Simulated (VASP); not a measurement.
Input of a VASP 6.6.1 run:

Contents of INCAR:

```
SYSTEM = CdF2
ALGO = Normal ; EDIFF = 1E-7
ENCUT = 520 ; GGA = PS
ISIF = 2 ; ISMEAR = -1
LASPH = .TRUE. ; LCHARG = .FALSE.
LREAL = .FALSE. ; LWAVE = .FALSE.
NBANDS = 20 ; NELM = 100
PREC = Accurate ; SIGMA = 0.05
```

KPOINTS

```
k-points
0
G
  9 9 9
  0 0 0
```

Contents of POSCAR:

```
CdF2
1.0
    0.0000000000      2.7294514339      2.7294514339
    2.7294514339      0.0000000000      2.7294514339
    2.7294514339      2.7294514339      0.0000000000
Cd F
1 2
Direct
    0.0000000000      0.0000000000      0.0000000000
    0.7500000000      0.7500000000      0.7500000000
    0.2500000000      0.2500000000      0.2500000000
```

Potentials or basis: VASP PAW PBE potentials, release 64 (Cd, F).

Command:

```sh
$ cat potpaw_PBE.64/Cd/POTCAR potpaw_PBE.64/F/POTCAR > POTCAR
$ mpirun -np 1 vasp_std > vasp.out
```

Problem. What does it give for the pressure?

Solution. -3.5 GPa.

Problem. Estimate the band gap on the k mesh.

Solution. 2.80 eV, indirect (least direct gap 3.31 eV).

Caveat: the PAW data sets were made with another functional, which shifts forces and pressure a little. A k mesh can miss the band edges.
